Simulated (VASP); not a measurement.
# LiF in VASP: further runs

The runs below take LiF through single point, with LDA.

All numbers are computed with VASP 6.6.1; they aren't measurements. Logs are shortened: lines on timing, memory, paths and dates and some standing lists are left out, and cuts for length are marked.

**1. The cell of the first run**

Symmetry: I4/mmm, No. 139, tetragonal system. The conventional cell has a = 2.877 Å, b = 2.877 Å, c = 4.028 Å, α = 90.00°, β = 90.00°, γ = 90.00°. Within 2.7 Å of Li (site symmetry 4/mmm) lie 6 F at 2.01 to 2.03 Å. F (site symmetry 4/mmm) has 6 Li at 2.01 to 2.03 Å within 2.7 Å.

**2. Single point, LDA (equal xx and yy strain of +1 %)**

Input file INCAR:

```
ALGO = Normal ; EDIFF = 1E-7
ENCUT = 520 ; ISIF = 2
ISMEAR = -1 ; LASPH = T
LCHARG = T ; LELF = T
LREAL = F ; LVHAR = T
LWAVE = F ; NBANDS = 12
NELM = 80 ; PREC = Accurate
SIGMA = 0.03
```

Input file KPOINTS:

```
k-points
0
Gamma
  10 10 10
```

Input file POSCAR:

```
LiF
1.0
    0.0000000000      2.0341400000      2.0140000000
    2.0341400000      0.0000000000      2.0140000000
    2.0341400000      2.0341400000      0.0000000000
Li F
1 1
Direct
    0.0000000000      0.0000000000      0.0000000000
    0.5000000000      0.5000000000      0.5000000000
```

Potentials or basis: VASP PAW LDA potentials, release 64 (Li_sv, F).

On the command line:

```sh
cat potpaw_LDA.64/Li_sv/POTCAR potpaw_LDA.64/F/POTCAR > POTCAR
mpirun -np 1 vasp_std > vasp.out
```

OUTCAR:

```text
EDIFF = 1E-7
   ENCUT = 520
   ISIF = 2
   ISMEAR = -1
   LASPH = T
   LREAL = F
   NELM = 80
   PREC = Accurate

 ion  position               nearest neighbor table
   1  0.000  0.000  0.000-   2 2.01   2 2.01   2 2.03   2 2.03   2 2.03   2 2.03
   2  0.500  0.500  0.500-   1 2.01   1 2.01   1 2.03   1 2.03   1 2.03   1 2.03

  LATTYP: Found a body centered tetragonal cell.
 ALAT       =     2.8767083758
 C/A-ratio  =     1.4002114479

  Lattice vectors:

 A1 = (   0.0000000000,  -2.0341400000,  -2.0140000000)
 A2 = (   0.0000000000,   2.0341400000,  -2.0140000000)
 A3 = (   2.0341400000,   0.0000000000,   2.0140000000)

Analysis of symmetry for initial positions (statically):
=====================================================================
 Subroutine PRICEL returns:
 Original cell was already a primitive cell.

 Routine SETGRP: Setting up the symmetry group for a
 body centered tetragonal supercell.

 Subroutine GETGRP returns: Found 16 space group operations
 (whereof 16 operations were pure point group operations)
 out of a pool of 16 trial point group operations.

The static configuration has the point symmetry D_4h.

Analysis of symmetry for dynamics (positions and initial velocities):
=====================================================================
 Subroutine PRICEL returns:
 Original cell was already a primitive cell.

 Routine SETGRP: Setting up the symmetry group for a
 body centered tetragonal supercell.

 Subroutine GETGRP returns: Found 16 space group operations
 (whereof 16 operations were pure point group operations)
 out of a pool of 16 trial point group operations.

The dynamic configuration has the point symmetry D_4h.

 Subroutine INISYM returns: Found 16 space group operations
 (whereof 16 operations are pure point group operations),
 and found     1 'primitive' translations

----------------------------------------------------------------------------------------

                                     Primitive cell

  volume of cell :      16.6668

  direct lattice vectors                    reciprocal lattice vectors
     0.000000000  2.034140000  2.014000000    -0.245804124  0.245804124  0.248262165
     2.034140000  0.000000000  2.014000000     0.245804124 -0.245804124  0.248262165
     2.034140000  2.034140000  0.000000000     0.245804124  0.245804124 -0.248262165

  length of vectors
     2.862502671  2.862502671  2.876708376     0.427169096  0.427169096  0.427169096

  position of ions in fractional coordinates (direct lattice)
     0.000000000  0.000000000  0.000000000
     0.500000000  0.500000000  0.500000000

  ion indices of the primitive-cell ions
   primitive index   ion index
                 1           1
                 2           2

----------------------------------------------------------------------------------------

 KPOINTS: k-points

Automatic generation of k-mesh.
 Grid dimensions read from file:
 generate k-points for:   10   10   10

 Generating k-lattice:

  Cartesian coordinates                     Fractional coordinates (reciprocal lattice)
    -0.024580412  0.024580412  0.024826216     0.100000000  0.000000000  0.000000000
     0.024580412 -0.024580412  0.024826216     0.000000000  0.100000000  0.000000000
     0.024580412  0.024580412 -0.024826216    -0.000000000 -0.000000000  0.100000000

  Length of vectors
     0.042716910  0.042716910  0.042716910

  Shift w.r.t. Gamma in fractional coordinates (k-lattice)
     0.000000000  0.000000000  0.000000000

 Subroutine IBZKPT returns following result:
 ===========================================

 Found    102 irreducible k-points:

 Following reciprocal coordinates:
            Coordinates               Weight
  0.000000  0.000000  0.000000      1.000000
  0.100000 -0.000000  0.000000      8.000000
  0.200000 -0.000000  0.000000      8.000000
  0.300000  0.000000  0.000000      8.000000
  0.400000  0.000000  0.000000      8.000000
  0.500000 -0.000000  0.000000      4.000000
[... 16 lines left out ...]
  0.300000  0.300000  0.000000      2.000000
  0.400000  0.300000  0.000000      8.000000
 [... further k-points ...]
   k-points           NKPTS =    102   k-points in BZ     NKDIM =    102   number of bands    NBANDS=     12
   number of dos      NEDOS =    301   number of ions     NIONS =      2
   total plane-waves  NPLWV =  13824
   dimension x,y,z NGX =    24 NGY =   24 NGZ =   24
   dimension x,y,z NGXF=    48 NGYF=   48 NGZF=   48
   ions per type =               1   1
   NGX,Y,Z   is equivalent  to a cutoff of  13.94, 13.94, 13.87 a.u.
   NGXF,Y,Z  is equivalent  to a cutoff of  27.88, 27.88, 27.74 a.u.
 SYSTEM =  unknown system
   PREC   = accura    normal or accurate (medium, high low for compatibility)
   ISTART =      0    job   : 0-new  1-cont  2-samecut
   ICHARG =      2    charge: 1-file 2-atom 10-const
   ISPIN  =      1    spin polarized calculation?
   LNONCOLLINEAR =      F non collinear calculations
   LSORBIT =      F    spin-orbit coupling
   LASPH  =      T    aspherical Exc in radial PAW
   ENCUT  =  520.0 eV  38.22 Ry    6.18 a.u.   5.32  5.32  5.35*2*pi/ulx,y,z
   NELM   =     80;   NELMIN=  2; NELMDL= -5     # of ELM steps
   EDIFF  = 0.1E-06   stopping-criterion for ELM
   LREAL  =      F    real-space projection
   EDIFFG = 0.1E-05   stopping-criterion for IOM
   NSW    =      0    number of steps for IOM
   IBRION =     -1    ionic relax: 0-MD 1-quasi-New 2-CG
   NFREE  =      0    steps in history (QN), initial steepest desc. (CG)
   ISIF   =      2    stress and relaxation
   ISYM   =      2    0-nonsym 1-usesym 2-fastsym
   POTIM  = 0.5000    time-step for ionic-motion
   TEBEG  =    0.0;   TEEND  =   0.0 temperature during run
   PSTRESS=    0.0 pullay stress
   NELECT =      10.0000    total number of electrons
   NUPDOWN=      -1.0000    fix difference up-down
   EMIN   =  10.00;   EMAX   =-10.00  energy-range for DOS
   EFERMI =   0.00;   METHOD = LEGACY
   ISMEAR =    -1;   SIGMA  =   0.03  broadening in eV -4-tet -1-fermi 0-gaus
   EFERMI_NEDOS =   21; number of points for ismear=-14 and -15
   IALGO  =     38    algorithm
   IMIX   =      4    mixing-type and parameters
     AMIX     =   0.40;   BMIX     =  1.00
     AMIX_MAG =   1.60;   BMIX_MAG =  1.00
  volume/ion in A,a.u.               =       8.33        56.24
  Fermi-wavevector in a.u.,A,eV,Ry     =   1.380780  2.609296 25.940229  1.906553
  Thomas-Fermi vector in A             =   2.505625
   LORBIT       =      0    0 simple, 1 ext, 2 COOP (PROOUT), +10 PAW based schemes
   GGA     = CA    functional components
   LHFCALC =     F    Hartree Fock is set to
   AEXX    =    0.0000 exact exchange contribution
   IVDW    =     0    specifies the selected vdW correction
   LEPSILON=     F    determine dielectric tensor
   LRPA    =     F    only Hartree local field effects (RPA)
 non-spin polarized calculation
  energy-cutoff  :      520.00
  volume of cell :       16.67
 maximum number of plane-waves:       461
 NGX is ok and might be reduce to    24
   NGX = 11   NGY = 11   NGZ = 11

 number of electron      10.0000000 magnetization

 number of electron       9.9999991 magnetization

 Free energy of the ion-electron system (eV)
  ---------------------------------------------------
  ext. energy  EPLUGINS =         0.00000000
  ---------------------------------------------------
  free energy    TOTEN  =       -10.45769227 eV

  energy without entropy =      -10.45769227  energy(sigma->0) =      -10.45769227

 E-fermi :  -0.7897     XC(G=0): -10.5708

 val. band max:       -1.4111873304   @ k =   0.0000   0.0000   0.0000
 cond. band min:       7.2366455136   @ k =   0.0000   0.0000   0.0000
 fundamental gap:      8.6478328441
 Fermi energy:        -0.7897237391

 k-point     1 :       0.0000    0.0000    0.0000
  band No.  band energies     occupation
      1     -41.2130      2.00000
      2     -20.9338      2.00000
      3      -1.4362      2.00000
      4      -1.4112      2.00000
      5      -1.4112      2.00000
      6       7.2366      0.00000
      7      21.7090      0.00000
      8      21.7090      0.00000
      9      21.9339      0.00000
     10      22.2653      0.00000
     11      22.2653      0.00000
     12      22.3495      0.00000

 k-point     2 :       0.1000   -0.0000    0.0000
  band No.  band energies     occupation
      1     -41.2069      2.00000
      2     -20.8946      2.00000
      3      -1.7094      2.00000
      4      -1.4482      2.00000
      5      -1.4357      2.00000
      6       7.5251      0.00000
      7      19.2168      0.00000
      8      20.5145      0.00000
      9      20.6731      0.00000
     10      23.2504      0.00000
     11      23.2695      0.00000
     12      23.3418      0.00000

 k-point     3 :       0.2000   -0.0000    0.0000
  band No.  band energies     occupation
      1     -41.1912      2.00000
      2     -20.7907      2.00000
      3      -2.4002      2.00000
      4      -1.5021      2.00000
      5      -1.4984      2.00000
      6       8.1569      0.00000
      7      16.7829      0.00000
      8      19.0394      0.00000
      9      19.2165      0.00000
     10      24.2187      0.00000
     11      24.6198      0.00000
     12      24.6620      0.00000

 k-point     4 :       0.3000    0.0000    0.0000
  band No.  band energies     occupation
      1     -41.1715      2.00000
      2     -20.6562      2.00000
      3      -3.1630      2.00000
      4      -1.5733      2.00000
      5      -1.5658      2.00000
      6       8.6824      0.00000
      7      15.3242      0.00000
      8      17.8148      0.00000
      9      17.9949      0.00000
     10      25.5594      0.00000
     11      26.2652      0.00000
     12      26.3195      0.00000

 k-point     5 :       0.4000    0.0000    0.0000
  band No.  band energies     occupation
      1     -41.1557      2.00000
      2     -20.5428      2.00000
      3      -3.7306      2.00000
      4      -1.6318      2.00000
      5      -1.6155      2.00000
      6       8.8522      0.00000
      7      14.7975      0.00000
      8      17.0261      0.00000
      9      17.2037      0.00000
     10      27.1149      0.00000
     11      27.9137      0.00000
     12      28.0252      0.00000
[... 228 lines left out ...]
      1     -41.1508      2.00000
      2     -20.4724      2.00000
      3      -3.4189      2.00000
      4      -2.5854      2.00000
      5      -1.6710      2.00000
      6       9.9924      0.00000
      7      13.9992      0.00000
      8      17.2689      0.00000
      9      17.3905      0.00000
     10      26.7357      0.00000
     11      26.9480      0.00000
     12      27.2308      0.00000

 k-point    22 :      -0.2000    0.2000    0.0000
  band No.  band energies     occupation
      1     -41.1655      2.00000
      2     -20.5946      2.00000
      3      -3.0111      2.00000
      4      -2.3076      2.00000
      5      -1.5322      2.00000
      6       9.3573      0.00000
      7      14.7734      0.00000
      8      17.7680      0.00000
      9      17.8328      0.00000
     10      25.1527      0.00000
     11      25.5026      0.00000
     12      27.9839      0.00000

 k-point    23 :       0.3000    0.3000    0.0000
  band No.  band energies     occupation
      1     -41.1586      2.00000
      2     -20.5099      2.00000
      3      -3.3245      2.00000
      4      -2.0939      2.00000
      5      -2.0939      2.00000
      6      10.3894      0.00000
      7      15.8898      0.00000
      8      17.0698      0.00000
      9      18.2019      0.00000
     10      18.2019      0.00000
     11      32.3337      0.00000
     12      32.3786      0.00000

 k-point    24 :       0.4000    0.3000    0.0000
  band No.  band energies     occupation
      1     -41.1467      2.00000
      2     -20.3969      2.00000
      3      -3.7453      2.00000
      4      -2.3054      2.00000
      5      -2.1961      2.00000
      6      11.2014      0.00000
      7      14.7372      0.00000
      8      16.5679      0.00000
      9      17.9568      0.00000
     10      19.0298      0.00000
     11      31.8222      0.00000
     12      32.6615      0.00000

 [... further k-points ...]
[... 5 lines left out ...]
  --------------------------------------------------------------------------------------
  -------------------------------------------------------------------------------------
  Total       -0.8309223     -0.8309223     -0.7758183      0.0000000      0.0000000      0.0000000
  in kB      -79.8766535    -79.8766535    -74.5794952      0.0000000      0.0000000      0.0000000
  external PRESSURE =     -78.1109341 kB  Pullay stress =       0.0000000 kB

 VOLUME and BASIS-vectors are now :
 -----------------------------------------------------------------------------
  energy-cutoff  :      520.00
  volume of cell :       16.67
      direct lattice vectors                 reciprocal lattice vectors
     0.000000000  2.034140000  2.014000000    -0.245804124  0.245804124  0.248262165
     2.034140000  0.000000000  2.014000000     0.245804124 -0.245804124  0.248262165
     2.034140000  2.034140000  0.000000000     0.245804124  0.245804124 -0.248262165

 POSITION                                       TOTAL-FORCE (eV/Angst)
 -----------------------------------------------------------------------------------
      0.00000      0.00000      0.00000        -0.000000      0.000000      0.000000
      2.03414      2.03414      2.01400         0.000000     -0.000000     -0.000000
 -----------------------------------------------------------------------------------
    total drift:                               -0.000000     -0.000000      0.000000

  FREE ENERGIE OF THE ION-ELECTRON SYSTEM (eV)
  ---------------------------------------------------
  free  energy   TOTEN  =       -10.4576922706 eV

  energy  without entropy=      -10.4576922705  energy(sigma->0) =      -10.45769227
```

Run time: 6.2 s. Hardware: 1 thread of Intel Xeon 6975P-C (Granite Rapids), shared host; peak memory 0.13 GiB.

What came out:

```
Free energy            : -10.4577 eV
Band gap on the k mesh : 8.65 eV, direct
```

Caveat: the cell differs from its parent crystal (equal xx and yy strain of +1 %); the cutoff is under 1.25 times the usual one of these potentials, so pressure, stress and relaxed cells hold a basis-set (Pulay) error. A k mesh can miss the band edges.

**3. Single point, LDA (volume scaled by 0.94)**

Input file INCAR:

```
SYSTEM = LiF
PREC = Accurate
ENCUT = 520
EDIFF = 1E-6
ISMEAR = -1
SIGMA = 0.03
LREAL = .False.
LASPH = .True.
NELM = 80
ALGO = Normal
ISIF = 2
LWAVE = .False.
LCHARG = .False.
NBANDS = 12
```

Input file KPOINTS:

```
regular mesh
0
Gamma
  10 10 10
  0 0 0
```

Input file POSCAR:

```
LiF
1.0
    0.0000000000      1.9728864230      1.9728864230
    1.9728864230      0.0000000000      1.9728864230
    1.9728864230      1.9728864230      0.0000000000
Li F
1 1
Direct
    0.0000000000      0.0000000000      0.0000000000
    0.5000000000      0.5000000000      0.5000000000
```

Potentials or basis: VASP PAW LDA potentials, release 64 (Li_sv, F).

On the command line:

```sh
cat potpaw_LDA.64/Li_sv/POTCAR potpaw_LDA.64/F/POTCAR > POTCAR
mpirun -np 1 vasp_std > vasp.out
```

OUTCAR:

```text
SYSTEM = LiF
   PREC = Accurate
   ENCUT = 520
   EDIFF = 1E-6
   ISMEAR = -1
   LREAL = .False.
   LASPH = .True.
   NELM = 80
   ISIF = 2

 ion  position               nearest neighbor table
   1  0.000  0.000  0.000-   2 1.97   2 1.97   2 1.97   2 1.97   2 1.97   2 1.97
   2  0.500  0.500  0.500-   1 1.97   1 1.97   1 1.97   1 1.97   1 1.97   1 1.97

  LATTYP: Found a face centered cubic cell.
 ALAT       =     3.9457728460

  Lattice vectors:

 A1 = (   0.0000000000,   1.9728864230,   1.9728864230)
 A2 = (   1.9728864230,   0.0000000000,   1.9728864230)
 A3 = (   1.9728864230,   1.9728864230,   0.0000000000)

Analysis of symmetry for initial positions (statically):
=====================================================================
 Subroutine PRICEL returns:
 Original cell was already a primitive cell.

 Routine SETGRP: Setting up the symmetry group for a
 face centered cubic supercell.

 Subroutine GETGRP returns: Found 48 space group operations
 (whereof 48 operations were pure point group operations)
 out of a pool of 48 trial point group operations.

The static configuration has the point symmetry O_h .

Analysis of symmetry for dynamics (positions and initial velocities):
[... 166 lines left out ...]
 k-point     1 :       0.0000    0.0000    0.0000
  band No.  band energies     occupation
      1     -40.5375      2.00000
      2     -20.6457      2.00000
      3      -0.9011      2.00000
      4      -0.9011      2.00000
      5      -0.9011      2.00000
      6       8.5114      0.00000
      7      23.3570      0.00000
      8      23.3570      0.00000
      9      23.3570      0.00000
     10      23.6127      0.00000
     11      23.6127      0.00000
     12      23.6127      0.00000
[... 331 lines left out ...]
 k-point    24 :       0.4000    0.3000    0.0000
  band No.  band energies     occupation
      1     -40.4458      2.00000
      2     -20.0261      2.00000
      3      -3.4949      2.00000
      4      -1.8894      2.00000
      5      -1.7627      2.00000
      6      12.4258      0.00000
      7      15.8205      0.00000
      8      17.9097      0.00000
      9      19.4600      0.00000
     10      20.5488      0.00000
     11      34.1380      0.00000
     12      34.7267      0.00000

 [... further k-points ...]
[... 5 lines left out ...]
  --------------------------------------------------------------------------------------
  -------------------------------------------------------------------------------------
  Total       -0.2427485     -0.2427485     -0.2427485      0.0000000      0.0000000      0.0000000
  in kB      -25.3239193    -25.3239193    -25.3239193      0.0000000      0.0000000      0.0000000
  external PRESSURE =     -25.3239193 kB  Pullay stress =       0.0000000 kB

 VOLUME and BASIS-vectors are now :
 -----------------------------------------------------------------------------
  energy-cutoff  :      520.00
  volume of cell :       15.36
      direct lattice vectors                 reciprocal lattice vectors
     0.000000000  1.972886423  1.972886423    -0.253435775  0.253435775  0.253435775
     1.972886423  0.000000000  1.972886423     0.253435775 -0.253435775  0.253435775
     1.972886423  1.972886423  0.000000000     0.253435775  0.253435775 -0.253435775

 POSITION                                       TOTAL-FORCE (eV/Angst)
 -----------------------------------------------------------------------------------
      0.00000      0.00000      0.00000         0.000000      0.000000     -0.000000
      1.97289      1.97289      1.97289         0.000000      0.000000      0.000000
 -----------------------------------------------------------------------------------
    total drift:                               -0.000000     -0.000000      0.000000

  FREE ENERGIE OF THE ION-ELECTRON SYSTEM (eV)
  ---------------------------------------------------
  free  energy   TOTEN  =       -10.4978840310 eV

  energy  without entropy=      -10.4978840310  energy(sigma->0) =      -10.49788403
```

stdout:

```text
POSCAR found type information on POSCAR LiF
 POSCAR found :  2 types and       2 ions
 scaLAPACK will be used
 LDA part: xc-table for (Slater(with rela. corr.)+CA(PZ))
 , standard interpolation
 POSCAR, INCAR and KPOINTS ok, starting setup
 FFT: planning ... GRIDC
 FFT: planning ... GRID_SOFT
 FFT: planning ... GRID
 WAVECAR not read
 entering main loop
```

It took 7 s on 1 thread of Intel Xeon 8259CL, shared host; peak memory 0.12 GiB.

What came out:

```
Free energy            : -10.4979 eV
Band gap on the k mesh : 9.41 eV, direct
```

Caveat: the cutoff is under 1.25 times the usual one of these potentials, so pressure, stress and relaxed cells hold a basis-set (Pulay) error.

(Continued in part 2 of 2.)
